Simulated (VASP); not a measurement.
# SiNi2 (Fm-3m) in VASP: relaxation of cell and atoms with PBE

Aim: the relaxation of cell and atoms of SiNi2 with PBE.

Program: VASP 6.6.1. These are calculated values, not measurements. Logs are shortened: lines on timing, memory, paths and dates and some standing lists are left out, and cuts for length are marked.

## 1. The cell of the first run

Symmetry: Fm-3m, No. 225, cubic system. The conventional cell has a = 5.320 Å, b = 5.320 Å, c = 5.320 Å, α = 90.00°, β = 90.00°, γ = 90.00°. Within 3.0 Å of Si (site symmetry m-3m) lie 8 Ni at 2.30 Å. Ni (site symmetry -43m) has 4 Si at 2.30 Å and 6 Ni at 2.66 Å within 3.0 Å.

The cell was built from a structure type or drawn by symmetry, and may not be a known phase.

## 2. Relaxation of cell and atoms, PBE

Contents of INCAR:

```
ALGO     = Normal         # electronic algorithm
EDIFF    = 1E-7           # SCF threshold, eV
EDIFFG   = -0.01          # ionic threshold
ENCUT    = 600            # plane-wave cutoff, eV
GGA      = PE             # functional
GGA_COMPAT= False        
IBRION   = 2              # ionic algorithm
ISIF     = 3              # what is computed and relaxed
ISMEAR   = 0              # smearing method
LASPH    = True           # aspherical terms in the spheres
LCHARG   = False          # write CHGCAR
LREAL    = False          # projectors in reciprocal space
LWAVE    = False          # write WAVECAR
NELM     = 120            # most SCF steps
NELMIN   = 4            
NSW      = 100            # ionic steps
PREC     = Accurate       # precision mode
SIGMA    = 0.1            # smearing width, eV
```

Contents of KPOINTS:

```
k-points
0
Gamma
  16 16 16
```

Contents of POSCAR:

```
SiNi2
1.0
    0.0000000000      2.6598047307      2.6598047307
    2.6598047307      0.0000000000      2.6598047307
    2.6598047307      2.6598047307      0.0000000000
Si Ni
1 2
Direct
    0.5000000000      0.5000000000      0.5000000000
    0.7500000000      0.7500000000      0.7500000000
    0.2500000000      0.2500000000      0.2500000000
```

Potentials or basis: VASP PAW PBE potentials, release 64 (Si, Ni).

Launch:

```sh
$ cat potpaw_PBE.64/Si/POTCAR potpaw_PBE.64/Ni/POTCAR > POTCAR
$ mpirun -np 1 vasp_std > vasp.out
```

OUTCAR:

```text
EDIFF = 1E-7
   EDIFFG = -0.01
   ENCUT = 600
   GGA = PE
   IBRION = 2
   ISIF = 3
   ISMEAR = 0
   LASPH = True
   LREAL = False
   NELM = 120
   NELMIN = 4
   NSW = 100
   PREC = Accurate

 ion  position               nearest neighbor table
   1  0.500  0.500  0.500-   2 2.30   3 2.30   3 2.30   3 2.30   3 2.30   2 2.30   2 2.30   2 2.30

   2  0.750  0.750  0.750-   1 2.30   1 2.30   1 2.30   1 2.30   3 2.66   3 2.66   3 2.66   3 2.66
                             3 2.66   3 2.66
   3  0.250  0.250  0.250-   1 2.30   1 2.30   1 2.30   1 2.30   2 2.66   2 2.66   2 2.66   2 2.66
                             2 2.66   2 2.66

  LATTYP: Found a face centered cubic cell.
 ALAT       =     5.3196094614

  Lattice vectors:

 A1 = (   0.0000000000,   2.6598047307,   2.6598047307)
 A2 = (   2.6598047307,   0.0000000000,   2.6598047307)
 A3 = (   2.6598047307,   2.6598047307,   0.0000000000)

Analysis of symmetry for initial positions (statically):
=====================================================================
 Subroutine PRICEL returns:
 Original cell was already a primitive cell.

 Routine SETGRP: Setting up the symmetry group for a
 face centered cubic supercell.

 Subroutine GETGRP returns: Found 48 space group operations
 (whereof 48 operations were pure point group operations)
 out of a pool of 48 trial point group operations.

The static configuration has the point symmetry O_h .

Analysis of symmetry for dynamics (positions and initial velocities):
=====================================================================
 Subroutine PRICEL returns:
 Original cell was already a primitive cell.

 Routine SETGRP: Setting up the symmetry group for a
 face centered cubic supercell.

 Subroutine GETGRP returns: Found 48 space group operations
 (whereof 48 operations were pure point group operations)
 out of a pool of 48 trial point group operations.

The dynamic configuration has the point symmetry O_h .

 Subroutine INISYM returns: Found 48 space group operations
 (whereof 48 operations are pure point group operations),
 and found     1 'primitive' translations

----------------------------------------------------------------------------------------

                                     Primitive cell

  volume of cell :      37.6339

  direct lattice vectors                    reciprocal lattice vectors
     0.000000000  2.659804731  2.659804731    -0.187983725  0.187983725  0.187983725
     2.659804731  0.000000000  2.659804731     0.187983725 -0.187983725  0.187983725
     2.659804731  2.659804731  0.000000000     0.187983725  0.187983725 -0.187983725

  length of vectors
     3.761531923  3.761531923  3.761531923     0.325597362  0.325597362  0.325597362

  position of ions in fractional coordinates (direct lattice)
     0.500000000  0.500000000  0.500000000
     0.750000000  0.750000000  0.750000000
     0.250000000  0.250000000  0.250000000

  ion indices of the primitive-cell ions
   primitive index   ion index
                 1           1
                 2           2
                 3           3

----------------------------------------------------------------------------------------

 KPOINTS: k-points

Automatic generation of k-mesh.
 Grid dimensions read from file:
 generate k-points for:   16   16   16

 Generating k-lattice:

  Cartesian coordinates                     Fractional coordinates (reciprocal lattice)
    -0.011748983  0.011748983  0.011748983     0.062500000  0.000000000  0.000000000
     0.011748983 -0.011748983  0.011748983     0.000000000  0.062500000  0.000000000
     0.011748983  0.011748983 -0.011748983     0.000000000  0.000000000  0.062500000

  Length of vectors
     0.020349835  0.020349835  0.020349835

  Shift w.r.t. Gamma in fractional coordinates (k-lattice)
     0.000000000  0.000000000  0.000000000

 Subroutine IBZKPT returns following result:
 ===========================================

 Found    145 irreducible k-points:

 Following reciprocal coordinates:
            Coordinates               Weight
  0.000000  0.000000  0.000000      1.000000
  0.062500  0.000000  0.000000      8.000000
  0.125000  0.000000  0.000000      8.000000
  0.187500  0.000000  0.000000      8.000000
  0.250000  0.000000  0.000000      8.000000
  0.312500  0.000000  0.000000      8.000000
[... 16 lines left out ...]
 -0.125000  0.062500  0.000000     24.000000
 -0.062500  0.062500  0.000000     12.000000
 [... further k-points ...]
   k-points           NKPTS =    145   k-points in BZ     NKDIM =    145   number of bands    NBANDS=     16
   number of dos      NEDOS =    301   number of ions     NIONS =      3
   total plane-waves  NPLWV =  27000
   dimension x,y,z NGX =    30 NGY =   30 NGZ =   30
   dimension x,y,z NGXF=    60 NGYF=   60 NGZF=   60
   ions per type =               1   2
   NGX,Y,Z   is equivalent  to a cutoff of  13.26, 13.26, 13.26 a.u.
   NGXF,Y,Z  is equivalent  to a cutoff of  26.52, 26.52, 26.52 a.u.
 SYSTEM =  unknown system
   PREC   = accura    normal or accurate (medium, high low for compatibility)
   ISTART =      0    job   : 0-new  1-cont  2-samecut
   ICHARG =      2    charge: 1-file 2-atom 10-const
   ISPIN  =      1    spin polarized calculation?
   LNONCOLLINEAR =      F non collinear calculations
   LSORBIT =      F    spin-orbit coupling
   LASPH  =      T    aspherical Exc in radial PAW
   ENCUT  =  600.0 eV  44.10 Ry    6.64 a.u.   7.51  7.51  7.51*2*pi/ulx,y,z
   NELM   =    120;   NELMIN=  4; NELMDL= -5     # of ELM steps
   EDIFF  = 0.1E-06   stopping-criterion for ELM
   LREAL  =      F    real-space projection
   EDIFFG = -.1E-01   stopping-criterion for IOM
   NSW    =    100    number of steps for IOM
   IBRION =      2    ionic relax: 0-MD 1-quasi-New 2-CG
   NFREE  =      1    steps in history (QN), initial steepest desc. (CG)
   ISIF   =      3    stress and relaxation
   ISYM   =      2    0-nonsym 1-usesym 2-fastsym
   POTIM  = 0.5000    time-step for ionic-motion
   TEBEG  =    0.0;   TEEND  =   0.0 temperature during run
   PSTRESS=    0.0 pullay stress
   NELECT =      24.0000    total number of electrons
   NUPDOWN=      -1.0000    fix difference up-down
   EMIN   =  10.00;   EMAX   =-10.00  energy-range for DOS
   EFERMI =   0.00;   METHOD = LEGACY
   ISMEAR =     0;   SIGMA  =   0.10  broadening in eV -4-tet -1-fermi 0-gaus
   EFERMI_NEDOS =   21; number of points for ismear=-14 and -15
   IALGO  =     38    algorithm
   IMIX   =      4    mixing-type and parameters
     AMIX     =   0.40;   BMIX     =  1.00
     AMIX_MAG =   1.60;   BMIX_MAG =  1.00
  volume/ion in A,a.u.               =      12.54        84.66
  Fermi-wavevector in a.u.,A,eV,Ry     =   1.409134  2.662876 27.016509  1.985657
  Thomas-Fermi vector in A             =   2.531220
   LORBIT       =      0    0 simple, 1 ext, 2 COOP (PROOUT), +10 PAW based schemes
   GGA     = PE    functional components
   LHFCALC =     F    Hartree Fock is set to
   AEXX    =    0.0000 exact exchange contribution
   IVDW    =     0    specifies the selected vdW correction
   LEPSILON=     F    determine dielectric tensor
   LRPA    =     F    only Hartree local field effects (RPA)
 conjugate gradient relaxation of ions
 non-spin polarized calculation
 Gauss-broadening in eV      SIGMA  =   0.10
  energy-cutoff  :      600.00
  volume of cell :       37.63
 maximum number of plane-waves:      1283
   NGX = 15   NGY = 15   NGZ = 15

 number of electron      24.0000017 magnetization

 Free energy of the ion-electron system (eV)
  ---------------------------------------------------
  ext. energy  EPLUGINS =         0.00000000
  ---------------------------------------------------
  free energy    TOTEN  =       -17.57469703 eV

  energy without entropy =      -17.56228509  energy(sigma->0) =      -17.56849106

 E-fermi :   8.8787     XC(G=0): -12.0252

 val. band max:        8.8725309829   @ k =  -0.4375   0.3750   0.1875
 cond. band min:       8.8928822232   @ k =  -0.3125   0.3125   0.0000
 fundamental gap:      0.0203512403
 Fermi energy:         8.8786525685

 k-point     1 :       0.0000    0.0000    0.0000
  band No.  band energies     occupation
      1      -2.5424      2.00000
      2       4.5964      2.00000
      3       4.5964      2.00000
      4       4.5964      2.00000
      5       5.4158      2.00000
      6       5.4158      2.00000
[... 8 lines left out ...]
     15      13.8306      0.00000
     16      13.8306      0.00000

 k-point     2 :       0.0625    0.0000    0.0000
  band No.  band energies     occupation
      1      -2.4860      2.00000
      2       4.5661      2.00000
      3       4.6149      2.00000
      4       4.6149      2.00000
      5       5.4338      2.00000
      6       5.4338      2.00000
[... 8 lines left out ...]
     15      14.1447      0.00000
     16      14.1447      0.00000

 k-point     3 :       0.1250    0.0000    0.0000
  band No.  band energies     occupation
      1      -2.3187      2.00000
      2       4.4742      2.00000
      3       4.6685      2.00000
      4       4.6685      2.00000
      5       5.4883      2.00000
      6       5.4883      2.00000
[... 8 lines left out ...]
     15      14.4171      0.00000
     16      14.6069      0.00000

 k-point     4 :       0.1875    0.0000    0.0000
  band No.  band energies     occupation
      1      -2.0461      2.00000
      2       4.3152      2.00000
      3       4.7519      2.00000
      4       4.7519      2.00000
      5       5.5800      2.00000
      6       5.5800      2.00000
[... 8 lines left out ...]
     15      14.4159      0.00000
     16      14.9862      0.00000
[... 324 lines left out ...]
 k-point    22 :      -0.1875    0.0625    0.0000
  band No.  band energies     occupation
      1      -1.8860      2.00000
      2       4.2247      2.00000
      3       4.7740      2.00000
      4       4.8295      2.00000
      5       5.6011      2.00000
      6       5.6569      2.00000
[... 8 lines left out ...]
     15      14.6211      0.00000
     16      14.7670      0.00000

 k-point    23 :      -0.1250    0.0625    0.0000
  band No.  band energies     occupation
      1      -2.1901      2.00000
      2       4.3973      2.00000
      3       4.6901      2.00000
      4       4.7381      2.00000
      5       5.5101      2.00000
      6       5.5459      2.00000
[... 8 lines left out ...]
     15      14.2923      0.00000
     16      14.6022      0.00000

 k-point    24 :      -0.0625    0.0625    0.0000
  band No.  band energies     occupation
      1      -2.3926      2.00000
      2       4.5085      2.00000
      3       4.6352      2.00000
      4       4.6635      2.00000
      5       5.4548      2.00000
      6       5.4716      2.00000
[... 8 lines left out ...]
     15      13.7208      0.00000
     16      14.4528      0.00000

 [... further k-points ...]

------------------------ aborting loop because EDIFF is reached ----------------------------------------

  FORCE on cell =-STRESS in cart. coord.  units (eV):
  Direction    XX          YY          ZZ          XY          YZ          ZX
  --------------------------------------------------------------------------------------
  -------------------------------------------------------------------------------------
  Total        0.0068608      0.0068608      0.0068608     -0.0000000     -0.0000000     -0.0000000
  in kB        0.2920813      0.2920813      0.2920813     -0.0000000     -0.0000000     -0.0000000
  external PRESSURE =       0.2920813 kB  Pullay stress =       0.0000000 kB

 VOLUME and BASIS-vectors are now :
 -----------------------------------------------------------------------------
  energy-cutoff  :      600.00
  volume of cell :       37.63
      direct lattice vectors                 reciprocal lattice vectors
     0.000000000  2.659804731  2.659804731    -0.187983725  0.187983725  0.187983725
     2.659804731  0.000000000  2.659804731     0.187983725 -0.187983725  0.187983725
     2.659804731  2.659804731  0.000000000     0.187983725  0.187983725 -0.187983725

 POSITION                                       TOTAL-FORCE (eV/Angst)
 -----------------------------------------------------------------------------------
      2.65980      2.65980      2.65980        -0.000000      0.000000     -0.000000
      3.98971      3.98971      3.98971         0.000000      0.000000      0.000000
      1.32990      1.32990      1.32990        -0.000000     -0.000000      0.000000
 -----------------------------------------------------------------------------------
    total drift:                                0.000000      0.000000      0.000000

  FREE ENERGIE OF THE ION-ELECTRON SYSTEM (eV)
  ---------------------------------------------------
  free  energy   TOTEN  =       -17.5746970275 eV

  energy  without entropy=      -17.5622850870  energy(sigma->0) =      -17.56849106

 reached required accuracy - stopping structural energy minimisation
```

It took 2.8 min on 1 thread of Intel Xeon 8259CL, shared host; peak memory 0.25 GiB.

Results:

- Free energy: -17.5747 eV
- Pressure after relaxing: 0.0 GPa
- Band gap on the k mesh: zero (bands 12 and 13 overlap by 5.32 eV)

Final structure:
```
CELL_PARAMETERS angstrom
0.00000 2.65980 2.65980
2.65980 0.00000 2.65980
2.65980 2.65980 0.00000
ATOMIC_POSITIONS crystal
Si 0.50000 0.50000 0.50000
Ni 0.75000 0.75000 0.75000
Ni 0.25000 0.25000 0.25000
```

Caveat: the relaxation stopped at its first step, so nothing moved. Spin polarisation is off, so any magnetic state and its effect on volume and gap are missing.
